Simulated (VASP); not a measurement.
BeS:

```
Be S
1.0
     0.00000    2.35543    2.43431
     2.35543    0.00000    2.43431
     2.35543    2.35543    0.00000
Be S
1 1
Direct
  0.00000 0.00000 0.00000
  0.25000 0.25000 0.25000
```

This cell differs from its parent crystal: biaxial xy strain -3.2%.

Base run:

```yaml
Program: VASP 6.6.1
Functional: r2SCAN
Potentials_or_basis: VASP PAW PBE potentials, release 64 (Be, S)
Cutoff: 520 eV
k_mesh: 10 × 10 × 10
Occupations: gaussian, width 0.01 eV
Spin: no spin polarisation
```

Its results: band gap on the k mesh 3.28 eV (least direct gap 6.15 eV); pressure 7.5 GPa.

Problem. The run is repeated on the same cell with these changes: functional from r2SCAN to HSE06; k mesh from 10 × 10 × 10 to 6 × 6 × 6. What comes out?

Solution. Band gap on the k mesh 3.76 eV (least direct gap 6.76 eV); pressure 6.0 GPa.

Several settings changed at once.

Caveats: the cell stands under pressure; the PAW data sets were made with another functional, which shifts forces and pressure a little.

A k mesh can miss the band edges.
